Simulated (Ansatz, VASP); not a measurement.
## Se: VASP beside Ansatz

Contents of INCAR:

```
SYSTEM = Se
  PREC = Accurate
  ENCUT = 520
  EDIFF = 1E-6
  ISMEAR = -1
  SIGMA = 0.01
  LREAL = .False.
  LASPH = .True.
  NELM = 100
  ALGO = Normal
  ISIF = 2
  LWAVE = .False.
  LCHARG = .False.
  GGA = PS
  NBANDS = 27
```

Contents of KPOINTS:

```
regular mesh
0
Gamma
  6 6 6
  0 0 0
```

The input POSCAR:

```
Se
1.0
    5.6809998619      3.2799267995      1.4910933000
   -5.6809998619      3.2799267995      1.4910933000
    0.0000000000     -6.5598535991      1.4910933000
Se
6
Direct
    0.2806600000      0.1625100000      0.9181800000
    0.9181800000      0.2806600000      0.1625100000
    0.1625100000      0.9181800000      0.2806600000
    0.7193400000      0.8374900000      0.0818200000
    0.0818200000      0.7193400000      0.8374900000
    0.8374900000      0.0818200000      0.7193400000
```

Input for Ansatz:

```yaml
crystal:
  lattice:
    - [5.6809998619, 3.2799267995, 1.4910933]
    - [-5.6809998619, 3.2799267995, 1.4910933]
    - [0.0, -6.5598535991, 1.4910933]
  atoms:
    - { symbol: Se, position: [0.28066, 0.16251, 0.91818] }
    - { symbol: Se, position: [0.91818, 0.28066, 0.16251] }
    - { symbol: Se, position: [0.16251, 0.91818, 0.28066] }
    - { symbol: Se, position: [0.71934, 0.83749, 0.08182] }
    - { symbol: Se, position: [0.08182, 0.71934, 0.83749] }
    - { symbol: Se, position: [0.83749, 0.08182, 0.71934] }
kpoints:
  mp_grid: { grid: [6, 6, 6] }
  band_path:
    path:
      - [0.0, 0.0, 0.0]
      - [0.5, 0.0, 0.0]
      - [0.5, -0.5, 0.5]
      - [0.2011119756, -0.7988880244, 0.2011119756]
      - [0.2011119756, 0.2011119756, 0.2011119756]
      - [0.0, 0.0, 0.0]
      - [0.5, -0.5, 0.0]
    npoints: 5
scf:
  occupations: { method: fermi_dirac, width: 0.01 }
hamiltonian:
  xc: pbesol
  pseudopotentials: { kind: all_electron, lapw: { basis_error: 0.001 } }
output:
  forces: true
  stress: true
  eigenvalues: true
```

Change from the starting cell: zz strain of +1 %.

Alike in both runs: task single point; functional PBEsol; k mesh 6 × 6 × 6; occupations fermi-dirac, width 0.01 eV; no spin polarisation.

|  | VASP | Ansatz |
| --- | --- | --- |
| version | VASP 6.6.1 | Ansatz 0.2.0 |
| potentials or method | VASP PAW PBE potentials, release 64 (Se), cutoff 520 eV | all-electron LAPW, scalar-relativistic |

|  | VASP | Ansatz | Ansatz less VASP |
| --- | --- | --- | --- |
| gap on the k mesh at the Fermi level (eV) | 1.17 | 1.18 | +0.012 |
| pressure (GPa) | 0.0 | -0.2 | -0.19 |
| traceless stress, the component that is largest in VASP (GPa) | 0.10 | 0.17 | +0.070 |
| rms of the force components (eV/Å) | 0.187 | 0.158 | -0.0287 |

VASP's potentials were made for PBE, not for PBEsol. Atom by atom the forces differ by 0.032 eV/Å (rms over components). Ansatz ran all-electron here, and VASP with PAW potentials.
